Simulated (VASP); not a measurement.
A run of VASP 6.6.1 is set up as follows.

File INCAR:

```
  PREC = Accurate
  ENCUT = 600
  EDIFF = 1E-6
  ISMEAR = -1
  SIGMA = 0.1
  LREAL = F
  LASPH = T
  NELM = 80
  ALGO = Normal
  ISIF = 3
  LWAVE = F
  LCHARG = F
  GGA = PE
  IVDW = 12
  IBRION = 2
  NSW = 80
  EDIFFG = -0.005
```

KPOINTS

```
regular mesh
0
Gamma
  12 12 10
```

The input POSCAR:

```
HfB2
1.0
    3.1400000000      0.0000000000      0.0000000000
   -1.5700000000      2.7193197679      0.0000000000
    0.0000000000      0.0000000000      3.4800000000
Hf B
1 2
Direct
    0.0000000000      0.0000000000      0.0000000000
    0.3333333333      0.6666666667      0.5000000000
    0.6666666667      0.3333333333      0.5000000000
```

Potentials or basis: VASP PAW PBE potentials, release 64 (Hf_pv, B).

Command:

```sh
$ cat potpaw_PBE.64/Hf_pv/POTCAR potpaw_PBE.64/B/POTCAR > POTCAR
$ mpirun -np 1 vasp_std > vasp.out
```

Question: What does it give for the dispersion energy per atom?

Answer: -0.369 eV.

Question: Estimate the relaxed cell.

Answer: a = 3.119 Å, b = 3.119 Å, c = 3.457 Å, α = 90.00°, β = 90.00°, γ = 120.00°.

Question: What does it give for the band gap on the k mesh?

Answer: Zero (bands 8 and 9 overlap by 1.34 eV).

Question: Estimate the relaxed volume.

Answer: 9.71 Å³/atom.

Final structure:
```yaml
crystal:
  lattice:
    - [3.11946, 0.00000, 0.00000]
    - [-1.55973, 2.70153, 0.00000]
    - [0.00000, 0.00000, 3.45651]
  atoms:
    - { symbol: Hf, position: [0.00000, 0.00000, 0.00000] }
    - { symbol: B, position: [0.33333, 0.66667, 0.50000] }
    - { symbol: B, position: [0.66667, 0.33333, 0.50000] }
```

Caveat: spin-orbit coupling is left out, which moves the levels of the heavy elements.
